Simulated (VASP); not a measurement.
# GaP2: single point with PBE

The system is GaP2.

```
Ga P
1.0
     4.96170    0.00000    0.00000
     0.00000    6.12395    0.00000
     0.00000    0.00000    3.64080
Ga P
2 4
Direct
  0.50000 0.00000 0.50000
  0.00000 0.50000 0.00000
  0.16576 0.10686 0.00000
  0.83424 0.89314 0.00000
  0.66576 0.39314 0.50000
  0.33424 0.60686 0.50000
```

* Program: VASP 6.6.1
* Task: single point
* Functional: PBE
* Potentials or basis: VASP PAW PBE potentials, release 64 (Ga_d, P)
* Cutoff: 520 eV
* k mesh: 6 × 6 × 8
* Occupations: gaussian, width 0.1 eV
* Spin: no spin polarisation

```
Pressure               : -0.1 GPa
Largest force          : 0.053 eV/Å
Band gap on the k mesh : zero (band 23 reaches 7.69 eV, above the bottom of band 24 at 4.11 eV)
```

Forces on the atoms (eV/Å):
```
Ga   0.000  0.000  0.000
Ga   0.000  0.000  0.000
P   -0.042 -0.033  0.000
P    0.042  0.033  0.000
P   -0.042  0.033  0.000
P    0.042 -0.033  0.000
```

Stress tensor (GPa, compression positive):
```
-0.17  0.00  0.00
 0.00 -0.08  0.00
 0.00  0.00  0.03
```

Levels at points of the mesh, in eV from the Fermi level:
```
           k point  band 20  band 21  band 22  band 23  band 24  band 25  band 26  band 27
(0.00, 0.00, 0.00)    -2.65    -0.80     0.71     1.48     1.85     2.51     3.06     3.17
(0.50, 0.00, 0.00)    -1.33    -0.40    -0.40     0.49     0.49     2.55     2.55     3.20
(0.00, 0.50, 0.00)    -1.93    -1.38    -1.38     1.87     1.87     1.93     1.93     3.95
(0.50, 0.50, 0.00)    -1.19    -0.97    -0.97    -0.17    -0.17     1.57     1.57     4.12
(0.00, 0.00, 0.50)    -3.53    -1.56    -1.56    -1.36    -1.36     1.54     1.54     2.44
(0.50, 0.00, 0.50)    -3.84    -2.79    -2.79     0.92     0.92     3.97     3.97     4.42
(0.00, 0.50, 0.50)    -2.58    -2.05    -2.05    -1.71    -1.71     0.37     0.37     4.68
(0.50, 0.50, 0.50)    -2.45    -1.29    -1.29    -0.16    -0.16     1.88     1.88     4.60
```

Run time: 3.4 min on 1 thread of Intel(R) Xeon(R) Platinum 8259CL CPU @ 2.50GHz (Skylake/Cascade Lake) (shared host), peak memory 0.36 GiB.
